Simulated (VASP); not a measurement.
Wanted: the native input for a VASP 6.6.1 run.

| Quantity | Value |
| --- | --- |
| Task | single point |
| Functional | LDA |
| Potentials or basis | VASP PAW LDA potentials, release 64 (Mg, Sn_d) |
| Cutoff | 600 eV |
| k mesh | 11 × 11 × 11 |
| Occupations | fermi-dirac, width 0.08 eV |
| Spin | no spin polarisation |
| Dipole correction | no |
| Further INCAR settings | ALGO = Normal; EDIFF = 1e-06; NBANDS = 16 |

The structure of Mg2Sn lies in POSCAR:

```
Mg2Sn
1.0
    0.0337950000      3.3963975000      3.3963975000
    3.3963975000      0.0337950000      3.3963975000
    3.3963975000      3.3963975000      0.0337950000
Mg Sn
2 1
Direct
    0.2500000000      0.2500000000      0.2500000000
    0.7500000000      0.7500000000      0.7500000000
    0.0000000000      0.0000000000      0.0000000000
```

This cell differs from its parent crystal: equal xy, yz and zx shear strains of +1 %.

The input as run:

INCAR

```
SYSTEM = Mg2Sn
PREC = Accurate
ENCUT = 600
EDIFF = 1E-6
ISMEAR = -1
SIGMA = 0.08
LREAL = .FALSE.
LASPH = .TRUE.
NELM = 120
ALGO = Normal
ISIF = 2
LWAVE = .FALSE.
LCHARG = .FALSE.
NBANDS = 16
GGA_COMPAT = .FALSE.
```

KPOINTS

```
Automatic mesh
0
G
  11 11 11
  0 0 0
```

Potentials or basis: VASP PAW LDA potentials, release 64 (Mg, Sn_d).

Command:

```sh
$ cat potpaw_LDA.64/Mg/POTCAR potpaw_LDA.64/Sn_d/POTCAR > POTCAR
$ mpirun -np 1 vasp_std > vasp.out
```

It gave:

```json
{
 "Pressure": "-2.0 GPa",
 "Largest force": "0.032 eV/Å",
 "Band gap on the k mesh": "zero (bands 9 and 10 overlap by 0.19 eV)"
}
```

Caveat: the cell differs from its parent crystal (equal xy, yz and zx shear strains of +1 %); spin-orbit coupling is left out, which moves the levels of the heavy elements.

It took 85 s on 1 thread of Intel(R) Xeon(R) 6975P-C (Granite Rapids), with other jobs on the host, peak memory 0.37 GiB.
